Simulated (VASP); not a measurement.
# Zr2N (P4_2/mnm) in VASP: further runs

Runs on Zr2N. Level: r2SCAN. Tasks: single point.

Everything below comes from runs of VASP 6.6.1. Logs are shortened: lines on timing, memory, paths and dates and some standing lists are left out, and cuts for length are marked.

### 1 The cell of the first run

It takes space group P4_2/mnm (No. 136, tetragonal). Conventional cell: a = 5.413 Å, b = 5.413 Å, c = 3.308 Å, α = 90.00°, β = 90.00°, γ = 90.00°. Zr (site symmetry m2m) has 3 N at 2.27 Å within 3.0 Å. Within 3.0 Å of N (site symmetry mmm) lie 6 Zr at 2.27 Å.

### 2 Single point, r2SCAN

Input file POSCAR:

```
Zr2N
1.0
    5.4130027300      0.0000000000      0.0000000000
    0.0000000000      5.4130027300      0.0000000000
    0.0000000000      0.0000000000      3.3077891900
Zr N
4 2
Direct
    0.2961254600      0.2961254600      0.0000000000
    0.7038745400      0.7038745400      0.0000000000
    0.7961254600      0.2038745400      0.5000000000
    0.2038745400      0.7961254600      0.5000000000
    0.0000000000      0.0000000000      0.0000000000
    0.5000000000      0.5000000000      0.5000000000
```

Input file INCAR.step1:

```
PREC     = Accurate       # precision mode
ENCUT    = 520            # plane-wave cutoff, eV
ISMEAR   = -1             # smearing method
SIGMA    = 0.2            # smearing width, eV
LREAL    = False          # projectors in reciprocal space
LASPH    = True           # aspherical terms in the spheres
NELM     = 100            # most SCF steps
NBANDS   = 38             # bands
GGA      = PE             # functional
ALGO     = Normal         # electronic algorithm
EDIFF    = 1E-4           # SCF threshold, eV
LWAVE    = True           # write WAVECAR
LCHARG   = False          # write CHGCAR
```

Input file INCAR.step2:

```
PREC     = Accurate       # precision mode
ENCUT    = 520            # plane-wave cutoff, eV
EDIFF    = 1E-6           # SCF threshold, eV
ISMEAR   = -1             # smearing method
SIGMA    = 0.2            # smearing width, eV
LREAL    = False          # projectors in reciprocal space
LASPH    = True           # aspherical terms in the spheres
NELM     = 100            # most SCF steps
ALGO     = Normal         # electronic algorithm
ISIF     = 2              # what is computed and relaxed
LWAVE    = False          # write WAVECAR
LCHARG   = True           # write CHGCAR
METAGGA  = R2SCAN         # meta-GGA
LMIXTAU  = True         
LELF     = True           # ELF
LVHAR    = True         
NBANDS   = 38             # bands
ISTART   = 1
```

Input file KPOINTS:

```
Automatic mesh
0
Gamma
  8 8 10
```

Potentials or basis: VASP PAW PBE potentials, release 64 (Zr_sv, N).

Started as:

```bash
$ cat potpaw_PBE.64/Zr_sv/POTCAR potpaw_PBE.64/N/POTCAR > POTCAR
$ cp INCAR.step1 INCAR
$ mpirun -np 1 vasp_std > vasp.out
$ cp INCAR.step2 INCAR
$ mpirun -np 1 vasp_std > vasp.out
```

OUTCAR:

```text
PREC = Accurate
   ENCUT = 520
   EDIFF = 1E-6
   ISMEAR = -1
   LREAL = False
   LASPH = True
   NELM = 100
   ISIF = 2
   METAGGA = R2SCAN
   ISTART = 1

 ion  position               nearest neighbor table
   1  0.296  0.296  0.000-   5 2.27   6 2.27   6 2.27   2 3.12   4 3.21   3 3.21   4 3.21   3 3.21
                             4 3.21   4 3.21   3 3.21   3 3.21   2 3.89   2 3.89
   2  0.704  0.704  0.000-   5 2.27   6 2.27   6 2.27   1 3.12   4 3.21   3 3.21   4 3.21   3 3.21
                             3 3.21   3 3.21   4 3.21   4 3.21   1 3.89   1 3.89
   3  0.796  0.204  0.500-   6 2.27   5 2.27   5 2.27   4 3.12   1 3.21   1 3.21   2 3.21   2 3.21
                             2 3.21   2 3.21   1 3.21   1 3.21   4 3.89   4 3.89
   4  0.204  0.796  0.500-   6 2.27   5 2.27   5 2.27   3 3.12   1 3.21   1 3.21   2 3.21   2 3.21
                             1 3.21   1 3.21   2 3.21   2 3.21   3 3.89   3 3.89
   5  0.000  0.000  0.000-   1 2.27   2 2.27   3 2.27   4 2.27   3 2.27   4 2.27
   6  0.500  0.500  0.500-   3 2.27   4 2.27   1 2.27   2 2.27   1 2.27   2 2.27

  LATTYP: Found a simple tetragonal cell.
 ALAT       =     5.4130027300
 C/A-ratio  =     0.6110821211

  Lattice vectors:

 A1 = (   5.4130027300,   0.0000000000,   0.0000000000)
 A2 = (   0.0000000000,   5.4130027300,   0.0000000000)
 A3 = (   0.0000000000,   0.0000000000,   3.3077891900)

Analysis of symmetry for initial positions (statically):
=====================================================================
 Subroutine PRICEL returns:
 Original cell was already a primitive cell.

 Routine SETGRP: Setting up the symmetry group for a
 simple tetragonal supercell.

 Subroutine GETGRP returns: Found 16 space group operations
 (whereof  8 operations were pure point group operations)
 out of a pool of 16 trial point group operations.

The static configuration has the point symmetry D_2h.
 The point group associated with its full space group is D_4h.

Analysis of symmetry for dynamics (positions and initial velocities):
=====================================================================
 Subroutine PRICEL returns:
 Original cell was already a primitive cell.

 Routine SETGRP: Setting up the symmetry group for a
 simple tetragonal supercell.

 Subroutine GETGRP returns: Found 16 space group operations
 (whereof  8 operations were pure point group operations)
 out of a pool of 16 trial point group operations.

The dynamic configuration has the point symmetry D_2h.
 The point group associated with its full space group is D_4h.

 Subroutine INISYM returns: Found 16 space group operations
 (whereof  8 operations are pure point group operations),
 and found     1 'primitive' translations
[... 102 lines left out ...]
   NELM   =    100;   NELMIN=  2; NELMDL=  0     # of ELM steps
   EDIFF  = 0.1E-05   stopping-criterion for ELM
   LREAL  =      F    real-space projection
   EDIFFG = 0.1E-04   stopping-criterion for IOM
   NSW    =      0    number of steps for IOM
   IBRION =     -1    ionic relax: 0-MD 1-quasi-New 2-CG
   NFREE  =      0    steps in history (QN), initial steepest desc. (CG)
   ISIF   =      2    stress and relaxation
   ISYM   =      2    0-nonsym 1-usesym 2-fastsym
   POTIM  = 0.5000    time-step for ionic-motion
   TEBEG  =    0.0;   TEEND  =   0.0 temperature during run
   PSTRESS=    0.0 pullay stress
   NELECT =      58.0000    total number of electrons
   NUPDOWN=      -1.0000    fix difference up-down
   EMIN   =  10.00;   EMAX   =-10.00  energy-range for DOS
   EFERMI =   0.00;   METHOD = LEGACY
   ISMEAR =    -1;   SIGMA  =   0.20  broadening in eV -4-tet -1-fermi 0-gaus
   EFERMI_NEDOS =   21; number of points for ismear=-14 and -15
   IALGO  =     38    algorithm
   IMIX   =      4    mixing-type and parameters
     AMIX     =   0.40;   BMIX     =  1.00
     AMIX_MAG =   1.60;   BMIX_MAG =  1.00
  volume/ion in A,a.u.               =      16.15       109.01
  Fermi-wavevector in a.u.,A,eV,Ry     =   1.379577  2.607023 25.895066  1.903234
  Thomas-Fermi vector in A             =   2.504534
   LORBIT       =      0    0 simple, 1 ext, 2 COOP (PROOUT), +10 PAW based schemes
   METAGGA = R2SCAN    functional components
   LHFCALC =     F    Hartree Fock is set to
   AEXX    =    0.0000 exact exchange contribution
   IVDW    =     0    specifies the selected vdW correction
   LEPSILON=     F    determine dielectric tensor
   LRPA    =     F    only Hartree local field effects (RPA)
 non-spin polarized calculation
  energy-cutoff  :      520.00
  volume of cell :       96.92
 maximum number of plane-waves:      2636
   NGX = 21   NGY = 21   NGZ = 13

 number of electron      58.0000001 magnetization

 Free energy of the ion-electron system (eV)
  ---------------------------------------------------
  ext. energy  EPLUGINS =         0.00000000
  ---------------------------------------------------
  free energy    TOTEN  =      -117.91763115 eV

  energy without entropy =     -117.53751350  energy(sigma->0) =     -117.72757232

 E-fermi :   9.8113     XC(G=0): -12.5445

 val. band max:        9.8059577307   @ k =   0.2500   0.2500   0.1000
 cond. band min:       9.8344863377   @ k =   0.1250   0.0000   0.1000
 fundamental gap:      0.0285286071
 Fermi energy:         9.8113175513

 k-point     1 :       0.0000    0.0000    0.0000
  band No.  band energies     occupation
      1     -40.7070      2.00000
      2     -40.5615      2.00000
      3     -40.5615      2.00000
      4     -40.5008      2.00000
      5     -18.9305      2.00000
      6     -18.3470      2.00000
[... 973 lines left out ...]
     37      13.4547      0.00000
     38      13.4547      0.00000

 [... further k-points ...]
[... 5 lines left out ...]
  --------------------------------------------------------------------------------------
  -------------------------------------------------------------------------------------
  Total        0.0931951      0.0931951     -0.0463256      0.0000000      0.0000000      0.0000000
  in kB        1.5405977      1.5405977     -0.7658042      0.0000000      0.0000000      0.0000000
  external PRESSURE =       0.7717970 kB  Pullay stress =       0.0000000 kB

 VOLUME and BASIS-vectors are now :
 -----------------------------------------------------------------------------
  energy-cutoff  :      520.00
  volume of cell :       96.92
      direct lattice vectors                 reciprocal lattice vectors
     5.413002730  0.000000000  0.000000000     0.184740347  0.000000000  0.000000000
     0.000000000  5.413002730  0.000000000     0.000000000  0.184740347  0.000000000
     0.000000000  0.000000000  3.307789190     0.000000000  0.000000000  0.302316727

 POSITION                                       TOTAL-FORCE (eV/Angst)
 -----------------------------------------------------------------------------------
      1.60293      1.60293      0.00000        -0.010067     -0.010067      0.000000
      3.81007      3.81007      0.00000         0.010067      0.010067      0.000000
      4.30943      1.10357      1.65389        -0.010067      0.010067      0.000000
      1.10357      4.30943      1.65389         0.010067     -0.010067      0.000000
      0.00000      0.00000      0.00000         0.000000     -0.000000      0.000000
      2.70650      2.70650      1.65389         0.000000     -0.000000      0.000000
 -----------------------------------------------------------------------------------
    total drift:                                0.000000     -0.000000     -0.000000

  FREE ENERGIE OF THE ION-ELECTRON SYSTEM (eV)
  ---------------------------------------------------
  free  energy   TOTEN  =      -117.9176311525 eV

  energy  without entropy=     -117.5375134957  energy(sigma->0) =     -117.72757232
```

OUTCAR.step1:

```text
PREC = Accurate
   ENCUT = 520
   ISMEAR = -1
   LREAL = False
   LASPH = True
   NELM = 100
[... 1225 lines left out ...]
      1.10357      4.30943      1.65389         0.038285     -0.038285      0.000000
      0.00000      0.00000      0.00000         0.000000      0.000000      0.000000
      2.70650      2.70650      1.65389         0.000000      0.000000      0.000000
 -----------------------------------------------------------------------------------
    total drift:                                0.000000     -0.000000     -0.000000

  FREE ENERGIE OF THE ION-ELECTRON SYSTEM (eV)
  ---------------------------------------------------
  free  energy   TOTEN  =       -58.5178015818 eV

  energy  without entropy=      -58.0904093153  energy(sigma->0) =      -58.30410545
```

Wall time 7.1 min (1 thread of Intel Xeon 6975P-C (Granite Rapids), shared host); peak memory 0.38 GiB.

What came out:

```
Free energy            : -117.9176 eV
Pressure               : 0.1 GPa
Largest force          : 0.014 eV/Å
Band gap on the k mesh : zero (band 29 reaches 11.23 eV, above the bottom of band 30 at 8.60 eV)
```

Forces in eV/Å, atoms in the order of the input:
```
Zr  -0.010 -0.010  0.000
Zr   0.010  0.010  0.000
Zr  -0.010  0.010  0.000
Zr   0.010 -0.010  0.000
N    0.000  0.000  0.000
N    0.000  0.000  0.000
```

Stress tensor (GPa, compression positive):
```
 0.15  0.00  0.00
 0.00  0.15  0.00
 0.00  0.00 -0.08
```

Levels at points of the mesh, in eV from the Fermi level:
| k point | band 28 | band 29 | band 30 | band 31 | band 32 | band 33 |
| --- | --- | --- | --- | --- | --- | --- |
| (0.00, 0.00, 0.00) | 0.72 | 0.82 | 1.00 | 1.00 | 1.45 | 1.53 |
| (0.50, 0.00, 0.00) | -1.07 | 1.42 | 1.42 | 1.60 | 1.60 | 1.83 |
| (0.50, 0.50, 0.00) | -1.13 | 0.87 | 0.87 | 1.42 | 1.42 | 1.72 |
| (0.00, 0.00, 0.50) | -1.22 | -1.21 | -1.21 | 1.98 | 1.98 | 3.21 |
| (0.50, 0.00, 0.50) | -1.04 | -0.93 | -0.93 | 1.53 | 1.53 | 3.46 |
| (0.50, 0.50, 0.50) | -0.85 | -0.43 | -0.43 | 1.14 | 1.14 | 2.63 |

Caveat: the PAW data sets were made with another functional, which shifts forces and pressure a little.

### 3 Single point, r2SCAN

POSCAR is that of step 2.

Input file INCAR.step1:

```
SYSTEM = Zr2N
ALGO = Normal ; EDIFF = 1E-4
ENCUT = 520 ; GGA = PE
ISMEAR = 0 ; LASPH = .TRUE.
LCHARG = .FALSE. ; LREAL = .FALSE.
LWAVE = .TRUE. ; NBANDS = 38
NELM = 100 ; PREC = Accurate
SIGMA = 0.1
```

Input file INCAR.step2:

```
SYSTEM = Zr2N
ALGO = Normal ; EDIFF = 1E-6
ENCUT = 520 ; ISIF = 2
ISMEAR = 0 ; ISTART = 1
LASPH = .TRUE. ; LCHARG = .FALSE.
LMIXTAU = .TRUE. ; LREAL = .FALSE.
LWAVE = .FALSE. ; METAGGA = R2SCAN
NBANDS = 38 ; NELM = 100
PREC = Accurate ; SIGMA = 0.1
```

Input file KPOINTS:

```
Automatic mesh
0
Gamma
  6 6 10
  0.5 0.5 0.5
```

Potentials or basis: VASP PAW PBE potentials, release 64 (Zr_sv, N).

Started as:

```bash
$ cat potpaw_PBE.64/Zr_sv/POTCAR potpaw_PBE.64/N/POTCAR > POTCAR
$ cp INCAR.step1 INCAR
$ mpirun -np 1 vasp_std > vasp.out
$ cp INCAR.step2 INCAR
$ mpirun -np 1 vasp_std > vasp.out
```

It took 7.4 min on 1 thread of Oxide Virtual Turin-like, shared host; peak memory 0.22 GiB.

The run converged. Its results:

```
Free energy            : -117.7437 eV
Pressure               : -0.1 GPa
Largest force          : 0.023 eV/Å
Band gap on the k mesh : zero (band 29 reaches 10.90 eV, above the bottom of band 30 at 8.89 eV)
```

Forces on the atoms (eV/Å):
```
Zr   0.016  0.016  0.000
Zr  -0.016 -0.016  0.000
Zr   0.016 -0.016  0.000
Zr  -0.016  0.016  0.000
N    0.000  0.000  0.000
N    0.000  0.000  0.000
```

Stress tensor (GPa, compression positive):
```
 0.00  0.00  0.00
 0.00  0.00  0.00
 0.00  0.00 -0.26
```

Levels at points of the mesh, in eV from the Fermi level:
```csv
k point,band 27,band 28,band 29,band 30,band 31,band 32
"(0.08, 0.08, 0.05)",-0.11,0.56,0.60,0.83,1.14,1.67
```

Caveat: the PAW data sets were made with another functional, which shifts forces and pressure a little.
